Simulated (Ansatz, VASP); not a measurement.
**One calculation of Bi2Se3, two programs**

```xyz
5
Lattice="2.1129 1.2199 9.5453 -2.1129 1.2199 9.5453 0.0000 -2.4398 9.5453" Properties=species:S:1:pos:R:3 pbc="T T T"
Bi    0.0000    0.0000   11.4773
Bi    0.0000    0.0000   17.1587
Se    0.0000    0.0000    0.0000
Se    0.0000    0.0000    6.0622
Se    0.0000    0.0000   22.5738
```

Change from the starting cell: equal xx and yy strain of +2 %, crystal datasets.

Alike in both runs: task electric field gradients; functional PBE; k mesh 6 × 6 × 6; occupations fermi-dirac, width 0.03 eV; no spin polarisation.

```csv
,VASP,Ansatz
version,VASP 6.6.1,Ansatz 0.2.0
potentials or method,"VASP PAW PBE potentials, release 64 (Bi_d, Se), cutoff 520 eV","all-electron PAW with datasets made for the crystal, scalar-relativistic"
```

|  | VASP | Ansatz | Ansatz less VASP |
| --- | --- | --- | --- |
| pressure (GPa) | 0.1 | 0.0 | 0.00 |
| traceless stress, the component that is largest in VASP (GPa) | 0.56 | 0.56 | -0.001 |
| rms of the force components (eV/Å) | 0.031 | 0.032 | +0.0010 |
| size of Vzz on the site where it differs most (V/Å²) | 60.3 | 63.2 | +2.81 |

Atom by atom the forces differ by 0.005 eV/Å (rms over components). Ansatz ran all-electron here, and VASP with PAW potentials.

Neither program's run includes spin-orbit coupling.
